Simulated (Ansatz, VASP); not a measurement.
Two plane-wave programs on Sn

```xyz
1
Lattice="3.0421 0.0000 0.0000 0.0000 3.0421 0.0000 0.0000 0.0000 3.0421" Properties=species:S:1:pos:R:3 pbc="T T T"
Sn    0.0000    0.0000    0.0000
```

Alike in both runs: task single point; functional PBE; k mesh 17 × 17 × 17; occupations fermi-dirac, width 0.1 eV; no spin polarisation.

```csv
,VASP,Ansatz
version,VASP 6.6.1,Ansatz 0.2.0
potentials or method,"VASP PAW PBE potentials, release 64 (Sn_d), cutoff 520 eV","plane waves (420 eV) with PAW, scalar-relativistic"
valence electrons in the cell,14,14
```

|  | VASP | Ansatz | Ansatz less VASP |
| --- | --- | --- | --- |
| pressure (GPa) | 2.4 | 2.4 | -0.01 |
